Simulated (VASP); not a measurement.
Set up this calculation in VASP 6.6.1, as the native input.

```
Task                   : single point
Functional             : PBE
Potentials or basis    : VASP PAW PBE potentials, release 64 (Ca_sv)
Cutoff                 : 520 eV
k mesh                 : 12 × 12 × 12
Occupations            : gaussian, width 0.1 eV
Spin                   : no spin polarisation
Dipole correction      : no
Further INCAR settings : ALGO = Normal; EDIFF = 1e-07; NBANDS = 17
```

The structure of Ca lies in POSCAR:

```
Ca
1.0
   -3.5141764157      3.5141764157      1.9160901047
    3.5141764157     -3.5141764157      1.9160901047
    3.5141764157      3.5141764157     -1.9160901047
Ca
2
Direct
    0.7500000000      0.2500000000      0.5000000000
    0.0000000000      0.0000000000      0.0000000000
```

This cell differs from its parent crystal: Sr replaced by Ca, lengths x 0.942, strained.

One way to write it, as run:

INCAR

```
PREC = Accurate ; ENCUT = 520
EDIFF = 1E-7 ; ISMEAR = 0
SIGMA = 0.1 ; LREAL = F
LASPH = T ; NELM = 100
ALGO = Normal ; ISIF = 2
LWAVE = F ; LCHARG = F
GGA = PE ; NBANDS = 17
```

KPOINTS

```
Automatic mesh
0
Gamma
  12 12 12
```

Potentials or basis: VASP PAW PBE potentials, release 64 (Ca_sv).

Command:

```sh
$ cat potpaw_PBE.64/Ca_sv/POTCAR > POTCAR
$ mpirun -np 1 vasp_std > vasp.out
```

Results of the run:

```
Pressure               : -1.1 GPa
Band gap on the k mesh : zero (bands 10 and 11 overlap by 1.11 eV)
```

Caveat: the cell differs from its parent crystal (Sr replaced by Ca, lengths x 0.942, strained).

Wall time 2.2 min on 1 thread of Intel(R) Xeon(R) 6975P-C (Granite Rapids) (shared host), peak memory 0.39 GiB.
